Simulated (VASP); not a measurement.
# Be (P6_3/mmc) in VASP: a series of runs

Runs on Be. Level: LDA. Tasks: single point, relaxation of cell and atoms.

Program: VASP 6.6.1. These are calculated values, not measurements. Logs are shortened: lines on timing, memory, paths and dates and some standing lists are left out, and cuts for length are marked.

## (1) The cell of the first run

The structure is hexagonal, space group P6_3/mmc (No. 194). Conventional cell: a = 2.226 Å, b = 2.226 Å, c = 3.516 Å, α = 90.00°, β = 90.00°, γ = 120.00°. Be (site symmetry -6m2) has 12 Be at 2.18 to 2.23 Å within 2.9 Å.

## (2) Single point, LDA

Input file INCAR:

```
PREC = Accurate
ENCUT = 520
EDIFF = 1E-6
ISMEAR = 0
SIGMA = 0.1
LREAL = F
LASPH = T
NELM = 100
ALGO = Fast
ISIF = 2
LWAVE = F
LCHARG = F
NBANDS = 9
```

Input file KPOINTS:

```
Automatic mesh
0
Gamma
  21 21 12
```

Input file POSCAR:

```
Be
1.0
    2.2263339829      0.0000000000      0.0000000000
   -1.1131669915      1.9280617865      0.0000000000
    0.0000000000      0.0000000000      3.5164371464
Be
2
Direct
    0.3333333333      0.6666666667      0.2500000000
    0.6666666667      0.3333333333      0.7500000000
```

Potentials or basis: VASP PAW LDA potentials, release 64 (Be).

Run with:

```bash
$ cat potpaw_LDA.64/Be/POTCAR > POTCAR
$ mpirun -np 1 vasp_std > vasp.out
```

OUTCAR:

```text
PREC = Accurate
   ENCUT = 520
   EDIFF = 1E-6
   ISMEAR = 0
   LREAL = F
   LASPH = T
   NELM = 100
   ISIF = 2

 ion  position               nearest neighbor table
   1  0.333  0.667  0.250-   2 2.18   2 2.18   2 2.18   2 2.18   2 2.18   2 2.18
   2  0.667  0.333  0.750-   1 2.18   1 2.18   1 2.18   1 2.18   1 2.18   1 2.18

  LATTYP: Found a hexagonal cell.
 ALAT       =     2.2263339829
 C/A-ratio  =     1.5794742269

  Lattice vectors:

 A1 = (   2.2263339829,   0.0000000000,   0.0000000000)
 A2 = (  -1.1131669915,   1.9280617865,   0.0000000000)
 A3 = (   0.0000000000,   0.0000000000,   3.5164371464)

Analysis of symmetry for initial positions (statically):
=====================================================================
 Subroutine PRICEL returns:
 Original cell was already a primitive cell.

 Routine SETGRP: Setting up the symmetry group for a
 hexagonal supercell.

 Subroutine GETGRP returns: Found 24 space group operations
 (whereof 12 operations were pure point group operations)
 out of a pool of 24 trial point group operations.

The static configuration has the point symmetry D_3d.
 The point group associated with its full space group is D_6h.

Analysis of symmetry for dynamics (positions and initial velocities):
=====================================================================
 Subroutine PRICEL returns:
 Original cell was already a primitive cell.

 Routine SETGRP: Setting up the symmetry group for a
 hexagonal supercell.

 Subroutine GETGRP returns: Found 24 space group operations
 (whereof 12 operations were pure point group operations)
 out of a pool of 24 trial point group operations.

The dynamic configuration has the point symmetry D_3d.
 The point group associated with its full space group is D_6h.

 Subroutine INISYM returns: Found 24 space group operations
 (whereof 12 operations are pure point group operations),
 and found     1 'primitive' translations

----------------------------------------------------------------------------------------

                                     Primitive cell

  volume of cell :      15.0943

  direct lattice vectors                    reciprocal lattice vectors
     2.226333983  0.000000000  0.000000000     0.449168906  0.259327789  0.000000000
    -1.113166991  1.928061787  0.000000000     0.000000000  0.518655578  0.000000000
     0.000000000  0.000000000  3.516437146     0.000000000  0.000000000  0.284378750

  length of vectors
     2.226333983  2.226333983  3.516437146     0.518655578  0.518655578  0.284378750

  position of ions in fractional coordinates (direct lattice)
     0.333333333  0.666666667  0.250000000
     0.666666667  0.333333333  0.750000000

  ion indices of the primitive-cell ions
   primitive index   ion index
                 1           1
                 2           2

----------------------------------------------------------------------------------------

 KPOINTS: Automatic mesh

Automatic generation of k-mesh.
 Grid dimensions read from file:
 generate k-points for:   21   21   12

 Generating k-lattice:

  Cartesian coordinates                     Fractional coordinates (reciprocal lattice)
     0.021388996  0.012348942  0.000000000     0.047619048  0.000000000  0.000000000
     0.000000000  0.024697885  0.000000000     0.000000000  0.047619048  0.000000000
     0.000000000  0.000000000  0.023698229     0.000000000  0.000000000  0.083333333

  Length of vectors
     0.024697885  0.024697885  0.023698229

  Shift w.r.t. Gamma in fractional coordinates (k-lattice)
     0.000000000  0.000000000  0.000000000

 Subroutine IBZKPT returns following result:
 ===========================================

 Found    336 irreducible k-points:

 Following reciprocal coordinates:
            Coordinates               Weight
  0.000000  0.000000  0.000000      1.000000
  0.047619 -0.000000  0.000000      6.000000
  0.095238 -0.000000  0.000000      6.000000
  0.142857 -0.000000  0.000000      6.000000
  0.190476 -0.000000  0.000000      6.000000
  0.238095 -0.000000  0.000000      6.000000
[... 16 lines left out ...]
  0.142857  0.095238  0.000000     12.000000
  0.190476  0.095238  0.000000     12.000000
 [... further k-points ...]
   k-points           NKPTS =    336   k-points in BZ     NKDIM =    336   number of bands    NBANDS=      9
   number of dos      NEDOS =    301   number of ions     NIONS =      2
   total plane-waves  NPLWV =   9072
   dimension x,y,z NGX =    18 NGY =   18 NGZ =   28
   dimension x,y,z NGXF=    36 NGYF=   36 NGZF=   56
   ions per type =               2
   NGX,Y,Z   is equivalent  to a cutoff of  13.44, 13.44, 13.24 a.u.
   NGXF,Y,Z  is equivalent  to a cutoff of  26.88, 26.88, 26.48 a.u.
 SYSTEM =  unknown system
   PREC   = accura    normal or accurate (medium, high low for compatibility)
   ISTART =      0    job   : 0-new  1-cont  2-samecut
   ICHARG =      2    charge: 1-file 2-atom 10-const
   ISPIN  =      1    spin polarized calculation?
   LNONCOLLINEAR =      F non collinear calculations
   LSORBIT =      F    spin-orbit coupling
   LASPH  =      T    aspherical Exc in radial PAW
   ENCUT  =  520.0 eV  38.22 Ry    6.18 a.u.   4.14  4.14  6.54*2*pi/ulx,y,z
   NELM   =    100;   NELMIN=  2; NELMDL= -5     # of ELM steps
   EDIFF  = 0.1E-05   stopping-criterion for ELM
   LREAL  =      F    real-space projection
   EDIFFG = 0.1E-04   stopping-criterion for IOM
   NSW    =      0    number of steps for IOM
   IBRION =     -1    ionic relax: 0-MD 1-quasi-New 2-CG
   NFREE  =      0    steps in history (QN), initial steepest desc. (CG)
   ISIF   =      2    stress and relaxation
   ISYM   =      2    0-nonsym 1-usesym 2-fastsym
   POTIM  = 0.5000    time-step for ionic-motion
   TEBEG  =    0.0;   TEEND  =   0.0 temperature during run
   PSTRESS=    0.0 pullay stress
   NELECT =       4.0000    total number of electrons
   NUPDOWN=      -1.0000    fix difference up-down
   EMIN   =  10.00;   EMAX   =-10.00  energy-range for DOS
   EFERMI =   0.00;   METHOD = LEGACY
   ISMEAR =     0;   SIGMA  =   0.10  broadening in eV -4-tet -1-fermi 0-gaus
   EFERMI_NEDOS =   21; number of points for ismear=-14 and -15
   IALGO  =     68    algorithm
   IMIX   =      4    mixing-type and parameters
     AMIX     =   0.40;   BMIX     =  1.00
     AMIX_MAG =   1.60;   BMIX_MAG =  1.00
  volume/ion in A,a.u.               =       7.55        50.93
  Fermi-wavevector in a.u.,A,eV,Ry     =   1.051534  1.987112 15.044294  1.105724
  Thomas-Fermi vector in A             =   2.186581
   LORBIT       =      0    0 simple, 1 ext, 2 COOP (PROOUT), +10 PAW based schemes
   GGA     = CA    functional components
   LHFCALC =     F    Hartree Fock is set to
   AEXX    =    0.0000 exact exchange contribution
   IVDW    =     0    specifies the selected vdW correction
   LEPSILON=     F    determine dielectric tensor
   LRPA    =     F    only Hartree local field effects (RPA)
 non-spin polarized calculation
 RMM-DIIS sequential band-by-band and
 Gauss-broadening in eV      SIGMA  =   0.10
  energy-cutoff  :      520.00
  volume of cell :       15.09
 maximum number of plane-waves:       424
 NGX is ok and might be reduce to    18
   NGX =  9   NGY =  9   NGZ = 13

 number of electron       4.0000000 magnetization

 Free energy of the ion-electron system (eV)
  ---------------------------------------------------
  ext. energy  EPLUGINS =         0.00000000
  ---------------------------------------------------
  free energy    TOTEN  =        -8.41649452 eV

  energy without entropy =       -8.41510287  energy(sigma->0) =       -8.41579870

 E-fermi :   7.1892     XC(G=0): -10.7752

 val. band max:        7.1768555740   @ k =   0.3333   0.0476   0.0000
 cond. band min:       7.2258253687   @ k =   0.3333   0.2857   0.0833
 fundamental gap:      0.0489697947
 Fermi energy:         7.1892225171

 k-point     1 :       0.0000    0.0000    0.0000
  band No.  band energies     occupation
      1      -4.3002      2.00000
      2       2.5145      2.00000
      3       8.4904      0.00000
      4      23.5359      0.00000
      5      23.5359      0.00000
      6      26.4464      0.00000
      7      26.4464      0.00000
      8      28.4301      0.00000
      9      35.2059      0.00000

 k-point     2 :       0.0476   -0.0000    0.0000
  band No.  band energies     occupation
      1      -4.2350      2.00000
      2       2.6027      2.00000
      3       8.5043      0.00000
      4      22.9939      0.00000
      5      23.1055      0.00000
      6      26.4589      0.00000
      7      26.6740      0.00000
      8      28.3132      0.00000
      9      33.9341      0.00000

 k-point     3 :       0.0952   -0.0000    0.0000
  band No.  band energies     occupation
      1      -4.0392      2.00000
      2       2.8671      2.00000
      3       8.5431      0.00000
      4      21.6020      0.00000
      5      22.1784      0.00000
      6      26.4485      0.00000
      7      26.9672      0.00000
      8      27.9173      0.00000
      9      32.0842      0.00000

 k-point     4 :       0.1429   -0.0000    0.0000
  band No.  band energies     occupation
      1      -3.7126      2.00000
      2       3.3071      2.00000
      3       8.5947      0.00000
      4      19.7789      0.00000
      5      21.1358      0.00000
      6      26.3137      0.00000
      7      26.9617      0.00000
      8      27.1162      0.00000
      9      30.1586      0.00000
[... 205 lines left out ...]
 k-point    22 :       0.0952    0.0952    0.0000
  band No.  band energies     occupation
      1      -3.5162      2.00000
      2       3.5707      2.00000
      3       8.6277      0.00000
      4      19.2664      0.00000
      5      20.0036      0.00000
      6      26.2850      0.00000
      7      26.6138      0.00000
      8      26.6752      0.00000
      9      30.9665      0.00000

 k-point    23 :       0.1429    0.0952    0.0000
  band No.  band energies     occupation
      1      -3.0577      2.00000
      2       4.1844      2.00000
      3       8.6701      0.00000
      4      17.4806      0.00000
      5      18.9589      0.00000
      6      25.4611      0.00000
      7      25.7357      0.00000
      8      26.0704      0.00000
      9      30.3037      0.00000

 k-point    24 :       0.1905    0.0952    0.0000
  band No.  band energies     occupation
      1      -2.4677      2.00000
      2       4.9699      2.00000
      3       8.6470      0.00000
      4      15.6891      0.00000
      5      18.0359      0.00000
      6      23.8211      0.00000
      7      24.6485      0.00000
      8      25.5821      0.00000
      9      29.6973      0.00000

 [... further k-points ...]

------------------------ aborting loop because EDIFF is reached ----------------------------------------

  FORCE on cell =-STRESS in cart. coord.  units (eV):
  Direction    XX          YY          ZZ          XY          YZ          ZX
  --------------------------------------------------------------------------------------
  -------------------------------------------------------------------------------------
  Total        0.0411973      0.0411973      0.0421193     -0.0000000      0.0000000      0.0000000
  in kB        4.3728574      4.3728574      4.4707221     -0.0000000      0.0000000      0.0000000
  external PRESSURE =       4.4054790 kB  Pullay stress =       0.0000000 kB

 VOLUME and BASIS-vectors are now :
 -----------------------------------------------------------------------------
  energy-cutoff  :      520.00
  volume of cell :       15.09
      direct lattice vectors                 reciprocal lattice vectors
     2.226333983  0.000000000  0.000000000     0.449168906  0.259327789  0.000000000
    -1.113166991  1.928061787  0.000000000     0.000000000  0.518655578  0.000000000
     0.000000000  0.000000000  3.516437146     0.000000000  0.000000000  0.284378750

 POSITION                                       TOTAL-FORCE (eV/Angst)
 -----------------------------------------------------------------------------------
     -0.00000      1.28537      0.87911        -0.000000      0.000000      0.000000
      1.11317      0.64269      2.63733         0.000000     -0.000000      0.000000
 -----------------------------------------------------------------------------------
    total drift:                                0.000000     -0.000000      0.000000

  FREE ENERGIE OF THE ION-ELECTRON SYSTEM (eV)
  ---------------------------------------------------
  free  energy   TOTEN  =        -8.4164945217 eV

  energy  without entropy=       -8.4151028728  energy(sigma->0) =       -8.41579870
```

Run time: 20 s. Hardware: 1 thread of Intel Xeon Platinum 8488C (Sapphire Rapids), shared host; peak memory 0.14 GiB.

What came out:

```
Free energy            : -8.4165 eV
Pressure               : 0.4 GPa
Band gap on the k mesh : zero (bands 2 and 3 overlap by 2.12 eV)
```

## (3) Relaxation of cell and atoms, LDA

This run uses another cell than the first one, of 7.91 Å³/atom.

Input file INCAR:

```
SYSTEM = Be
ALGO     = Normal         ! electronic algorithm
EDIFF    = 1E-6           ! SCF threshold, eV
EDIFFG   = -0.005         ! ionic threshold
ENCUT    = 600            ! plane-wave cutoff, eV
IBRION   = 2              ! ionic algorithm
ISIF     = 3              ! what is computed and relaxed
ISMEAR   = 0              ! smearing method
LASPH    = .True.         ! aspherical terms in the spheres
LCHARG   = .False.        ! write CHGCAR
LREAL    = .False.        ! projectors in reciprocal space
LWAVE    = .False.        ! write WAVECAR
NELM     = 60             ! most SCF steps
NSW      = 70             ! ionic steps
PREC     = Accurate       ! precision mode
SIGMA    = 0.1            ! smearing width, eV
```

Input file KPOINTS:

```
k-points
0
Gamma
  21 21 12
  0 0 0
```

Input file POSCAR:

```
Be
1.0
    2.2626981586      0.0000000000      0.0000000000
   -1.1313490793      1.9595540864      0.0000000000
    0.0000000000      0.0000000000      3.5667383307
Be
2
Direct
    0.3333333333      0.6666666667      0.2500000000
    0.6666666667      0.3333333333      0.7500000000
```

Potentials or basis: VASP PAW LDA potentials, release 64 (Be).

Run with:

```bash
$ cat potpaw_LDA.64/Be/POTCAR > POTCAR
$ mpirun -np 1 vasp_std > vasp.out
```

It took 38 s on 1 thread of Intel Xeon Platinum 8488C (Sapphire Rapids), shared host; peak memory 0.14 GiB.

The run converged. Its results:

```
Free energy                           : -8.4166 eV
Relaxed volume                        : 7.57 Å³/atom
Relaxed cell                          : a = 2.229 Å, b = 2.229 Å, c = 3.520 Å, α = 90.00°, β = 90.00°, γ = 120.00°
Space group after relaxing (to 0.1 Å) : P6_3/mmc (No. 194)
Energy gained by relaxing             : 5.7 meV/atom
Ionic steps                           : 7
Pressure after relaxing               : 0.0 GPa
Band gap on the k mesh                : zero (bands 2 and 3 overlap by 2.11 eV)
```

Step by step:
```
step  energy change (eV)  largest force (eV/Å)  pressure (GPa)  volume (Å³)
   1              0.0000                0.0000           -5.26        15.81
   2             -0.0111                0.0000           -0.68        15.23
   3             -0.0113                0.0000           -0.01        15.15
   4             -0.0113                0.0000            0.10        15.14
   5             -0.0113                0.0000            0.10        15.13
   6             -0.0113                0.0000            0.11        15.13
   7             -0.0113                0.0000            0.01        15.14
```

Final structure:
```
CELL_PARAMETERS angstrom
2.22887 0.00000 0.00000
-1.11443 1.93026 0.00000
0.00000 0.00000 3.52015
ATOMIC_POSITIONS crystal
Be 0.33333 0.66667 0.25000
Be 0.66667 0.33333 0.75000
```

Levels at points of the mesh, in eV from the Fermi level:
| k point | band 1 | band 2 | band 3 | band 4 | band 5 | band 6 |
| --- | --- | --- | --- | --- | --- | --- |
| (0.00, 0.00, 0.00) | -11.47 | -4.66 | 1.29 | 16.30 | 16.30 | 19.21 |
| (0.00, 0.00, 0.50) | -9.32 | -9.32 | 10.90 | 10.90 | 17.97 | 17.97 |

LDA usually gives volumes a few per cent too small. Zero-point motion and thermal expansion aren't in these numbers.

The gap in the log of VASP goes by the Fermi energy; the results here count the filled bands.